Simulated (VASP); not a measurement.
# Pt (Fm-3m) in VASP: notebook, part 2 of 2

VASP 6.6.1.

## (3) Single point, PBE

File INCAR:

```
PREC = Accurate
ENCUT = 520
EDIFF = 1E-7
ISMEAR = -5
SIGMA = 0.1
LREAL = False
LASPH = True
NELM = 60
ALGO = Normal
ISIF = 2
LWAVE = False
LCHARG = True
GGA = PE
LELF = True
LVHAR = True
NBANDS = 11
```

File KPOINTS:

```
regular mesh
0
Gamma
  14 14 14
```

File POSCAR:

```
Pt
1.0
    0.0000000000      1.8690500000      1.8690500000
    1.8690500000      0.0000000000      1.8690500000
    1.8690500000      1.8690500000      0.0000000000
Pt
1
Direct
    0.0000000000      0.0000000000      0.0000000000
```

Potentials or basis: VASP PAW PBE potentials, release 64 (Pt).

On the command line:

```
$ cat potpaw_PBE.64/Pt/POTCAR > POTCAR
$ mpirun -np 1 vasp_std > vasp.out
```

OUTCAR:

```text
PREC = Accurate
   ENCUT = 520
   EDIFF = 1E-7
   ISMEAR = -5
   LREAL = False
   LASPH = True
   NELM = 60
   ISIF = 2
   GGA = PE

 ion  position               nearest neighbor table
   1  0.000  0.000  0.000-

  LATTYP: Found a face centered cubic cell.
 ALAT       =     3.7381000000

  Lattice vectors:

 A1 = (   0.0000000000,   1.8690500000,   1.8690500000)
 A2 = (   1.8690500000,   0.0000000000,   1.8690500000)
 A3 = (   1.8690500000,   1.8690500000,   0.0000000000)

Analysis of symmetry for initial positions (statically):
=====================================================================
 Subroutine PRICEL returns:
 Original cell was already a primitive cell.

 Routine SETGRP: Setting up the symmetry group for a
 face centered cubic supercell.

 Subroutine GETGRP returns: Found 48 space group operations
 (whereof 48 operations were pure point group operations)
 out of a pool of 48 trial point group operations.

The static configuration has the point symmetry O_h .

Analysis of symmetry for dynamics (positions and initial velocities):
=====================================================================
 Subroutine PRICEL returns:
 Original cell was already a primitive cell.

 Routine SETGRP: Setting up the symmetry group for a
 face centered cubic supercell.

 Subroutine GETGRP returns: Found 48 space group operations
 (whereof 48 operations were pure point group operations)
 out of a pool of 48 trial point group operations.

The dynamic configuration has the point symmetry O_h .

 Subroutine INISYM returns: Found 48 space group operations
 (whereof 48 operations are pure point group operations),
 and found     1 'primitive' translations

----------------------------------------------------------------------------------------

                                     Primitive cell
[... 114 lines left out ...]
  Thomas-Fermi vector in A             =   2.609611
   LORBIT       =      0    0 simple, 1 ext, 2 COOP (PROOUT), +10 PAW based schemes
   GGA     = PE    functional components
   LHFCALC =     F    Hartree Fock is set to
   AEXX    =    0.0000 exact exchange contribution
   IVDW    =     0    specifies the selected vdW correction
   LEPSILON=     F    determine dielectric tensor
   LRPA    =     F    only Hartree local field effects (RPA)
 non-spin polarized calculation
 Fermi weights with tetrahedron method with Bloechl corrections
  energy-cutoff  :      520.00
  volume of cell :       13.06
 maximum number of plane-waves:       362
   NGX =  9   NGY =  9   NGZ =  9

 number of electron      10.0000001 magnetization

 Free energy of the ion-electron system (eV)
  ---------------------------------------------------
  ext. energy  EPLUGINS =         0.00000000
  ---------------------------------------------------
  free energy    TOTEN  =        -5.62679670 eV

  energy without entropy =       -5.62679670  energy(sigma->0) =       -5.62679670

 E-fermi :  14.2631     XC(G=0): -14.3680

 val. band max:       14.4722202399   @ k =   0.4286   0.4286   0.0000
 cond. band min:      14.1064569829   @ k =   0.4286   0.0000   0.0000
 fundamental gap:     -0.3657632571
 Fermi energy:        14.2630685363

 k-point     1 :       0.0000    0.0000    0.0000
  band No.  band energies     occupation
      1       2.3248      2.00000
      2       9.4949      2.00000
      3       9.4949      2.00000
      4       9.4949      2.00000
      5      12.2252      2.00000
      6      12.2252      2.00000
      7      28.3509      0.00000
      8      34.1595      0.00000
      9      34.1595      0.00000
     10      34.1595      0.00000
     11      40.0563      0.00000
[... 309 lines left out ...]
 k-point    24 :       0.2857    0.1429    0.0000
  band No.  band energies     occupation
      1       5.1718      2.00000
      2       8.1488      2.00000
      3       9.8835      2.00000
      4      10.6404      2.00000
      5      12.0482      2.00000
      6      13.1898      2.00000
      7      29.3392      0.00000
      8      32.1435      0.00000
      9      34.6768      0.00000
     10      35.5270      0.00000
     11      40.6238      0.00000

 [... further k-points ...]

------------------------ aborting loop because EDIFF is reached ----------------------------------------

  FORCE on cell =-STRESS in cart. coord.  units (eV):
  Direction    XX          YY          ZZ          XY          YZ          ZX
  --------------------------------------------------------------------------------------
  -------------------------------------------------------------------------------------
  Total        5.8839126      5.8839126      5.8839126      0.0000000      0.0000000      0.0000000
  in kB      721.9116404    721.9116404    721.9116404      0.0000000      0.0000000      0.0000000
  external PRESSURE =     721.9116404 kB  Pullay stress =       0.0000000 kB

 VOLUME and BASIS-vectors are now :
 -----------------------------------------------------------------------------
  energy-cutoff  :      520.00
  volume of cell :       13.06
      direct lattice vectors                 reciprocal lattice vectors
     0.000000000  1.869050000  1.869050000    -0.267515583  0.267515583  0.267515583
     1.869050000  0.000000000  1.869050000     0.267515583 -0.267515583  0.267515583
     1.869050000  1.869050000  0.000000000     0.267515583  0.267515583 -0.267515583

 POSITION                                       TOTAL-FORCE (eV/Angst)
 -----------------------------------------------------------------------------------
      0.00000      0.00000      0.00000         0.000000      0.000000      0.000000
 -----------------------------------------------------------------------------------
    total drift:                                0.000000      0.000000     -0.000000

  FREE ENERGIE OF THE ION-ELECTRON SYSTEM (eV)
  ---------------------------------------------------
  free  energy   TOTEN  =        -5.6267966974 eV

  energy  without entropy=       -5.6267966974  energy(sigma->0) =       -5.62679670
```

Wall time 6.7 s (1 thread of Intel Xeon 6975P-C, shared host); peak memory 0.14 GiB.

Results:

* Free energy: -5.6268 eV
* Pressure: 72.2 GPa
* Band gap on the k mesh: zero (band 5 reaches 14.95 eV, above the bottom of band 6 at 12.07 eV)

Levels at points of the mesh, in eV from the Fermi level:
| k point | band 1 | band 2 | band 3 | band 4 | band 5 | band 6 | band 7 | band 8 | band 9 | band 10 |
| --- | --- | --- | --- | --- | --- | --- | --- | --- | --- | --- |
| (0.00, 0.00, 0.00) | -11.94 | -4.77 | -4.77 | -4.77 | -2.04 | -2.04 | 14.09 | 19.90 | 19.90 | 19.90 |
| (0.50, 0.00, 0.00) | -8.97 | -4.87 | -4.87 | -1.06 | 0.10 | 0.10 | 7.09 | 13.71 | 19.91 | 19.91 |
| (0.50, 0.50, 0.00) | -8.84 | -8.29 | 0.06 | 0.69 | 0.69 | 1.53 | 10.62 | 11.84 | 11.84 | 21.99 |

Caveat: spin-orbit coupling is left out, which moves the levels of the heavy elements; tetrahedron occupations give inexact forces and stress in metals.

## (4) Single point, PBE

File INCAR:

```
PREC = Accurate ; ENCUT = 520
EDIFF = 1E-6 ; ISMEAR = -1
SIGMA = 0.1 ; LREAL = False
LASPH = True ; NELM = 100
ALGO = Normal ; ISIF = 2
LWAVE = False ; LCHARG = True
GGA = PE ; LELF = True
LVHAR = True ; NBANDS = 11
```

KPOINTS is that of step 3.

POSCAR is that of step 3.

On the command line:

```
$ cat potpaw_PBE.64/Pt/POTCAR > POTCAR
$ mpirun -np 1 vasp_std > vasp.out
```

Wall time 5.8 s (1 thread of Intel Xeon 6975P-C, shared host); peak memory 0.14 GiB.

The run converged. Its results:

```yaml
Free_energy: -5.6502 eV
Pressure: 72.5 GPa
Band_gap_on_the_k_mesh: zero (band 5 reaches 14.95 eV, above the bottom of band 6 at 12.06 eV)
```

Levels at points of the mesh, in eV from the Fermi level:
```tsv
k point	band 1	band 2	band 3	band 4	band 5	band 6	band 7	band 8	band 9	band 10
(0.00, 0.00, 0.00)	-11.96	-4.79	-4.79	-4.79	-2.06	-2.06	14.07	19.88	19.88	19.88
(0.50, 0.00, 0.00)	-9.00	-4.89	-4.89	-1.09	0.07	0.07	7.07	13.69	19.88	19.88
(0.50, 0.50, 0.00)	-8.86	-8.31	0.04	0.66	0.66	1.51	10.60	11.82	11.82	21.97
```

Caveat: spin-orbit coupling is left out, which moves the levels of the heavy elements.
